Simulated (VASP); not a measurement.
# PbS (Fm-3m) in VASP: further runs, part 2 of 2

VASP 6.6.1. The steps go on from the part before.

## 3. Single point, PBE+D3(BJ)

This run uses another cell than the first one, of 26.12 Å³/atom, 1.002 times its volume.

INCAR reads:

```
SYSTEM = PbS
  PREC = Accurate
  ENCUT = 520
  EDIFF = 1E-7
  ISMEAR = 0
  SIGMA = 0.02
  LREAL = .FALSE.
  LASPH = .TRUE.
  NELM = 60
  ALGO = Normal
  ISIF = 2
  LWAVE = .FALSE.
  LCHARG = .FALSE.
  GGA = PE
  IVDW = 12
  NBANDS = 17
```

KPOINTS reads:

```
Automatic mesh
0
G
  10 10 10
  0 0 0
```

POSCAR reads:

```
PbS
1.0
    0.0000000000      2.9671314635      2.9671314635
    2.9671314635      0.0000000000      2.9671314635
    2.9671314635      2.9671314635      0.0000000000
Pb S
1 1
Direct
    0.0000000000      0.0000000000      0.0000000000
    0.5000000000      0.5000000000      0.5000000000
```

Potentials or basis: VASP PAW PBE potentials, release 64 (Pb_d, S).

The run is started by

```
> cat potpaw_PBE.64/Pb_d/POTCAR potpaw_PBE.64/S/POTCAR > POTCAR
> mpirun -np 1 vasp_std > vasp.out
```

OUTCAR:

```text
SYSTEM = PbS
   PREC = Accurate
   ENCUT = 520
   EDIFF = 1E-7
   ISMEAR = 0
   LREAL = .FALSE.
   LASPH = .TRUE.
   NELM = 60
   ISIF = 2
   GGA = PE
   IVDW = 12
 IVDW          = 12

 ion  position               nearest neighbor table
   1  0.000  0.000  0.000-   2 2.97   2 2.97   2 2.97   2 2.97   2 2.97   2 2.97
   2  0.500  0.500  0.500-   1 2.97   1 2.97   1 2.97   1 2.97   1 2.97   1 2.97

  LATTYP: Found a face centered cubic cell.
 ALAT       =     5.9342629270

  Lattice vectors:

 A1 = (   0.0000000000,   2.9671314635,   2.9671314635)
 A2 = (   2.9671314635,   0.0000000000,   2.9671314635)
 A3 = (   2.9671314635,   2.9671314635,   0.0000000000)

Analysis of symmetry for initial positions (statically):
=====================================================================
 Subroutine PRICEL returns:
 Original cell was already a primitive cell.

 Routine SETGRP: Setting up the symmetry group for a
 face centered cubic supercell.

 Subroutine GETGRP returns: Found 48 space group operations
 (whereof 48 operations were pure point group operations)
 out of a pool of 48 trial point group operations.

The static configuration has the point symmetry O_h .

Analysis of symmetry for dynamics (positions and initial velocities):
=====================================================================
 Subroutine PRICEL returns:
 Original cell was already a primitive cell.

 Routine SETGRP: Setting up the symmetry group for a
 face centered cubic supercell.

 Subroutine GETGRP returns: Found 48 space group operations
 (whereof 48 operations were pure point group operations)
 out of a pool of 48 trial point group operations.

The dynamic configuration has the point symmetry O_h .

 Subroutine INISYM returns: Found 48 space group operations
 (whereof 48 operations are pure point group operations),
 and found     1 'primitive' translations

----------------------------------------------------------------------------------------

                                     Primitive cell

  volume of cell :      52.2445

  direct lattice vectors                    reciprocal lattice vectors
     0.000000000  2.967131463  2.967131463    -0.168512924  0.168512924  0.168512924
     2.967131463  0.000000000  2.967131463     0.168512924 -0.168512924  0.168512924
     2.967131463  2.967131463  0.000000000     0.168512924  0.168512924 -0.168512924

  length of vectors
     4.196157557  4.196157557  4.196157557     0.291872947  0.291872947  0.291872947

  position of ions in fractional coordinates (direct lattice)
     0.000000000  0.000000000  0.000000000
     0.500000000  0.500000000  0.500000000

  ion indices of the primitive-cell ions
   primitive index   ion index
                 1           1
                 2           2

----------------------------------------------------------------------------------------

 KPOINTS: Automatic mesh

Automatic generation of k-mesh.
 Grid dimensions read from file:
 generate k-points for:   10   10   10

 Generating k-lattice:

  Cartesian coordinates                     Fractional coordinates (reciprocal lattice)
    -0.016851292  0.016851292  0.016851292     0.100000000  0.000000000  0.000000000
     0.016851292 -0.016851292  0.016851292     0.000000000  0.100000000  0.000000000
     0.016851292  0.016851292 -0.016851292     0.000000000  0.000000000  0.100000000

  Length of vectors
     0.029187295  0.029187295  0.029187295

  Shift w.r.t. Gamma in fractional coordinates (k-lattice)
     0.000000000  0.000000000  0.000000000

 Subroutine IBZKPT returns following result:
 ===========================================

 Found     47 irreducible k-points:

 Following reciprocal coordinates:
            Coordinates               Weight
  0.000000  0.000000  0.000000      1.000000
  0.100000  0.000000  0.000000      8.000000
  0.200000  0.000000  0.000000      8.000000
  0.300000  0.000000  0.000000      8.000000
  0.400000  0.000000  0.000000      8.000000
  0.500000  0.000000  0.000000      4.000000
[... 16 lines left out ...]
  0.300000  0.300000  0.000000      6.000000
  0.400000  0.300000  0.000000     24.000000
 [... further k-points ...]
   k-points           NKPTS =     47   k-points in BZ     NKDIM =     47   number of bands    NBANDS=     17
   number of dos      NEDOS =    301   number of ions     NIONS =      2
   total plane-waves  NPLWV =  32768
   dimension x,y,z NGX =    32 NGY =   32 NGZ =   32
   dimension x,y,z NGXF=    64 NGYF=   64 NGZF=   64
   ions per type =               1   1
   NGX,Y,Z   is equivalent  to a cutoff of  12.68, 12.68, 12.68 a.u.
   NGXF,Y,Z  is equivalent  to a cutoff of  25.36, 25.36, 25.36 a.u.
 SYSTEM =  PbS
   PREC   = accura    normal or accurate (medium, high low for compatibility)
   ISTART =      0    job   : 0-new  1-cont  2-samecut
   ICHARG =      2    charge: 1-file 2-atom 10-const
   ISPIN  =      1    spin polarized calculation?
   LNONCOLLINEAR =      F non collinear calculations
   LSORBIT =      F    spin-orbit coupling
   LASPH  =      T    aspherical Exc in radial PAW
   ENCUT  =  520.0 eV  38.22 Ry    6.18 a.u.   7.80  7.80  7.80*2*pi/ulx,y,z
   NELM   =     60;   NELMIN=  2; NELMDL= -5     # of ELM steps
   EDIFF  = 0.1E-06   stopping-criterion for ELM
   LREAL  =      F    real-space projection
   EDIFFG = 0.1E-05   stopping-criterion for IOM
   NSW    =      0    number of steps for IOM
   IBRION =     -1    ionic relax: 0-MD 1-quasi-New 2-CG
   NFREE  =      0    steps in history (QN), initial steepest desc. (CG)
   ISIF   =      2    stress and relaxation
   ISYM   =      2    0-nonsym 1-usesym 2-fastsym
   POTIM  = 0.5000    time-step for ionic-motion
   TEBEG  =    0.0;   TEEND  =   0.0 temperature during run
   PSTRESS=    0.0 pullay stress
   NELECT =      20.0000    total number of electrons
   NUPDOWN=      -1.0000    fix difference up-down
   EMIN   =  10.00;   EMAX   =-10.00  energy-range for DOS
   EFERMI =   0.00;   METHOD = LEGACY
   ISMEAR =     0;   SIGMA  =   0.02  broadening in eV -4-tet -1-fermi 0-gaus
   EFERMI_NEDOS =   21; number of points for ismear=-14 and -15
   IALGO  =     38    algorithm
   IMIX   =      4    mixing-type and parameters
     AMIX     =   0.40;   BMIX     =  1.00
     AMIX_MAG =   1.60;   BMIX_MAG =  1.00
  volume/ion in A,a.u.               =      26.12       176.28
  Fermi-wavevector in a.u.,A,eV,Ry     =   1.188698  2.246313 19.225058  1.413002
  Thomas-Fermi vector in A             =   2.324821
   LORBIT       =      0    0 simple, 1 ext, 2 COOP (PROOUT), +10 PAW based schemes
   GGA     = PE    functional components
   LHFCALC =     F    Hartree Fock is set to
   AEXX    =    0.0000 exact exchange contribution
   IVDW    =    12    specifies the selected vdW correction
   LEPSILON=     F    determine dielectric tensor
   LRPA    =     F    only Hartree local field effects (RPA)
 non-spin polarized calculation
 Gauss-broadening in eV      SIGMA  =   0.02
  energy-cutoff  :      520.00
  volume of cell :       52.24
 maximum number of plane-waves:      1422
   NGX = 15   NGY = 15   NGZ = 15

 number of electron      19.9999998 magnetization

 Free energy of the ion-electron system (eV)
  ---------------------------------------------------
  ext. energy  EPLUGINS =         0.00000000
  ---------------------------------------------------
  free energy    TOTEN  =        -8.75655837 eV

  energy without entropy =       -8.75655837  energy(sigma->0) =       -8.75655837

 E-fermi :   5.9197     XC(G=0):  -9.6756

 val. band max:        5.8033791628   @ k =   0.5000   0.0000   0.0000
 cond. band min:       6.1724515256   @ k =   0.5000   0.0000   0.0000
 fundamental gap:      0.3690723627
 Fermi energy:         5.9197024829

 k-point     1 :       0.0000    0.0000    0.0000
  band No.  band energies     occupation
      1     -11.0181      2.00000
      2     -11.0181      2.00000
      3     -11.0181      2.00000
      4     -11.0016      2.00000
      5     -11.0016      2.00000
      6      -7.7802      2.00000
[... 9 lines left out ...]
     16      12.5383      0.00000
     17      14.4669      0.00000
[... 441 lines left out ...]
 k-point    24 :       0.4000    0.3000    0.0000
  band No.  band energies     occupation
      1     -11.1062      2.00000
      2     -11.0346      2.00000
      3     -10.9877      2.00000
      4     -10.9728      2.00000
      5     -10.9679      2.00000
      6      -6.5339      2.00000
[... 9 lines left out ...]
     16      16.8356      0.00000
     17      17.4270      0.00000

 [... further k-points ...]

------------------------ aborting loop because EDIFF is reached ----------------------------------------

 Edisp (eV)   -0.69341

 E8    (eV) :    -0.3122

  FORCE on cell =-STRESS in cart. coord.  units (eV):
  Direction    XX          YY          ZZ          XY          YZ          ZX
  --------------------------------------------------------------------------------------
  -------------------------------------------------------------------------------------
  Total      -0.02243    -0.02243    -0.02243    -0.00000    -0.00000     0.00000
  in kB      -0.68781    -0.68781    -0.68781    -0.00000    -0.00000     0.00000
  external pressure =       -0.69 kB  Pullay stress =        0.00 kB

 VOLUME and BASIS-vectors are now :
 -----------------------------------------------------------------------------
  energy-cutoff  :      520.00
  volume of cell :       52.24
      direct lattice vectors                 reciprocal lattice vectors
     0.000000000  2.967131463  2.967131463    -0.168512924  0.168512924  0.168512924
     2.967131463  0.000000000  2.967131463     0.168512924 -0.168512924  0.168512924
     2.967131463  2.967131463  0.000000000     0.168512924  0.168512924 -0.168512924

 POSITION                                       TOTAL-FORCE (eV/Angst)
 -----------------------------------------------------------------------------------
      0.00000      0.00000      0.00000         0.000000      0.000000      0.000000
      2.96713      2.96713      2.96713        -0.000000      0.000000     -0.000000
 -----------------------------------------------------------------------------------
    total drift:                                0.000000     -0.000000     -0.000000

  FREE ENERGIE OF THE ION-ELECTRON SYSTEM (eV)
  ---------------------------------------------------
  free  energy   TOTEN  =        -9.4499695401 eV

  energy  without entropy=       -9.4499695401  energy(sigma->0) =       -9.44996954
```

stdout:

```text
POSCAR found type information on POSCAR PbS
 POSCAR found :  2 types and       2 ions
 scaLAPACK will be used
 LDA part: xc-table for (Slater+PW92), standard interpolation
 POSCAR, INCAR and KPOINTS ok, starting setup
 FFT: planning ... GRIDC
 FFT: planning ... GRID_SOFT
 FFT: planning ... GRID
 WAVECAR not read
 entering main loop
```

Run time: 19 s. Hardware: 1 thread of AMD EPYC 9R45 (Zen 5), shared host; peak memory 0.17 GiB.

What came out:

- Free energy: -9.4500 eV
- Pressure: -0.1 GPa
- Band gap on the k mesh: 0.37 eV, direct
- Dispersion energy per atom: -0.347 eV

Caveat: spin-orbit coupling is left out, which moves the levels of the heavy elements. A k mesh can miss the band edges.

## 4. Relaxation of cell and atoms, PBE+D3(BJ)

INCAR reads:

```
SYSTEM = PbS
PREC = Accurate
ENCUT = 600
EDIFF = 1E-6
ISMEAR = 0
SIGMA = 0.02
LREAL = .FALSE.
LASPH = .TRUE.
NELM = 100
ALGO = Normal
ISIF = 3
LWAVE = .FALSE.
LCHARG = .FALSE.
GGA = PE
IVDW = 12
IBRION = 2
NSW = 100
EDIFFG = -0.005
```

KPOINTS reads:

```
regular mesh
0
G
  10 10 10
  0 0 0
```

POSCAR reads:

```
PbS
1.0
    0.0000000000      2.9650000000      2.9650000000
    2.9650000000      0.0000000000      2.9650000000
    2.9650000000      2.9650000000      0.0000000000
Pb S
1 1
Direct
    0.0000000000      0.0000000000      0.0000000000
    0.5000000000      0.5000000000      0.5000000000
```

Potentials or basis: VASP PAW PBE potentials, release 64 (Pb_d, S).

The run is started by

```
> cat potpaw_PBE.64/Pb_d/POTCAR potpaw_PBE.64/S/POTCAR > POTCAR
> mpirun -np 1 vasp_std > vasp.out
```

OUTCAR:

```text
SYSTEM = PbS
   PREC = Accurate
   ENCUT = 600
   EDIFF = 1E-6
   ISMEAR = 0
   LREAL = .FALSE.
   LASPH = .TRUE.
   NELM = 100
   ISIF = 3
   GGA = PE
   IVDW = 12
   IBRION = 2
   NSW = 100
   EDIFFG = -0.005
 IVDW          = 12

 ion  position               nearest neighbor table
   1  0.000  0.000  0.000-   2 2.96   2 2.96   2 2.96   2 2.96   2 2.96   2 2.96
   2  0.500  0.500  0.500-   1 2.96   1 2.96   1 2.96   1 2.96   1 2.96   1 2.96

  LATTYP: Found a face centered cubic cell.
 ALAT       =     5.9300000000

  Lattice vectors:

 A1 = (   0.0000000000,   2.9650000000,   2.9650000000)
 A2 = (   2.9650000000,   0.0000000000,   2.9650000000)
 A3 = (   2.9650000000,   2.9650000000,   0.0000000000)

Analysis of symmetry for initial positions (statically):
=====================================================================
 Subroutine PRICEL returns:
 Original cell was already a primitive cell.

 Routine SETGRP: Setting up the symmetry group for a
[... 259 lines left out ...]

 E-fermi :   5.8885     XC(G=0):  -9.6767

 val. band max:        5.8073917153   @ k =   0.5000   0.0000   0.0000
 cond. band min:       6.1756302977   @ k =   0.5000   0.0000   0.0000
 fundamental gap:      0.3682385825
 Fermi energy:         5.8885121697

 k-point     1 :       0.0000    0.0000    0.0000
  band No.  band energies     occupation
      1     -11.0149      2.00000
      2     -11.0149      2.00000
      3     -11.0149      2.00000
      4     -10.9984      2.00000
      5     -10.9984      2.00000
      6      -7.7789      2.00000
      7      -0.2301      2.00000
      8       3.6406      2.00000
      9       3.6406      2.00000
     10       3.6406      2.00000
     11      11.0175      0.00000
     12      11.0175      0.00000
     13      11.0175      0.00000
     14      12.5413      0.00000
[... 377 lines left out ...]
      1     -11.1031      2.00000
      2     -11.0315      2.00000
      3     -10.9845      2.00000
      4     -10.9695      2.00000
      5     -10.9647      2.00000
      6      -6.5318      2.00000
      7      -1.7812      2.00000
      8       2.2197      2.00000
      9       2.6976      2.00000
     10       2.8880      2.00000
     11       9.5665      0.00000
     12      10.0145      0.00000
     13      10.7459      0.00000
     14      11.2192      0.00000

 [... further k-points ...]

------------------------ aborting loop because EDIFF is reached ----------------------------------------

 Edisp (eV)   -0.69361

 E8    (eV) :    -0.3123
[... 25 lines left out ...]
  FREE ENERGIE OF THE ION-ELECTRON SYSTEM (eV)
  ---------------------------------------------------
  free  energy   TOTEN  =        -9.4502106697 eV

  energy  without entropy=       -9.4502106697  energy(sigma->0) =       -9.45021067

 reached required accuracy - stopping structural energy minimisation
```

OSZICAR:

```text
N       E                     dE             d eps       ncg     rms          rms(c)
DAV:   1     0.169479579890E+03    0.16948E+03   -0.10784E+04  1316   0.167E+03
DAV:   2     0.605556310242E+01   -0.16342E+03   -0.16000E+03  1346   0.379E+02
DAV:   3    -0.885426351647E+01   -0.14910E+02   -0.14799E+02  1780   0.114E+02
DAV:   4    -0.922562270843E+01   -0.37136E+00   -0.37113E+00  1478   0.204E+01
[... 19 lines left out ...]
DAV:   1    -0.875668240123E+01    0.38598E-03   -0.26998E-03  1628   0.967E-01    0.535E-02
DAV:   2    -0.875660814882E+01    0.74252E-04   -0.15279E-04  1628   0.230E-01    0.189E-02
DAV:   3    -0.875659669681E+01    0.11452E-04   -0.51174E-05  1616   0.130E-01    0.479E-03
DAV:   4    -0.875659772509E+01   -0.10283E-05   -0.10666E-06   718   0.106E-02    0.205E-03
DAV:   5    -0.875659835589E+01   -0.63081E-06   -0.32483E-07   706   0.764E-03
   3 F= -.94502107E+01 E0= -.94502107E+01  d E =-.302840E-04
```

CONTCAR:

```text
PbS
   1.00000000000000
     0.0000000000000000    2.9668476493075540    2.9668476493075540
     2.9668476493075540    0.0000000000000000    2.9668476493075540
     2.9668476493075540    2.9668476493075540   -0.0000000000000000
  Pb              S
     1     1
Direct
     0.0000000000000000    0.0000000000000000    0.0000000000000000
     0.5000000000000000    0.5000000000000000    0.5000000000000000

  0.00000000E+00  0.00000000E+00  0.00000000E+00
  0.00000000E+00  0.00000000E+00  0.00000000E+00
```

Wall time 46 s (1 thread of AMD EPYC 9R45 (Zen 5), shared host); peak memory 0.2 GiB.

What came out:

```
Free energy                            : -9.4502 eV
Relaxed volume                         : 26.11 Å³/atom
Relaxed cell                           : a = 4.196 Å, b = 4.196 Å, c = 4.196 Å, α = 60.00°, β = 60.00°, γ = 60.00°
Space group after relaxing (to 0.05 Å) : Fm-3m (No. 225)
Energy gained by relaxing              : 0.0 meV/atom
Ionic steps                            : 3
Pressure after relaxing                : 0.0 GPa
Band gap on the k mesh                 : 0.37 eV, direct
Dispersion energy per atom             : -0.347 eV
```

Final structure:
```
Pb S
1.0
     0.00000    2.96685    2.96685
     2.96685    0.00000    2.96685
     2.96685    2.96685    0.00000
Pb S
1 1
Direct
  0.00000 0.00000 0.00000
  0.50000 0.50000 0.50000
```

Caveat: spin-orbit coupling is left out, which moves the levels of the heavy elements.

## 5. Overview

| task | cell | k mesh | cutoff (eV) | smearing | gap on the mesh (eV) | pressure (GPa) |
| --- | --- | --- | --- | --- | --- | --- |
| single point | a = 4.193 Å, angles 60.0°, 2 atoms | 6 × 6 × 6 | 520 | gaussian 0.1 eV | 0.36 | 0.0 |
| single point | a = 4.196 Å, angles 60.0°, 2 atoms | 10 × 10 × 10 | 520 | gaussian 0.02 eV | 0.37 | -0.1 |
| relaxation of cell and atoms | relaxed from a = 4.193 Å, angles 60.0°, 2 atoms | 10 × 10 × 10 | 600 | gaussian 0.02 eV | 0.37 | 0.0 |

Alike in all rows: level PBE+D3(BJ); potentials or basis VASP PAW PBE potentials, release 64 (Pb_d, S); no spin polarisation.

Caveats: spin-orbit coupling is left out, which moves the levels of the heavy elements.

Total energies depend on the potentials used, so only differences within one code and one set of settings carry meaning.
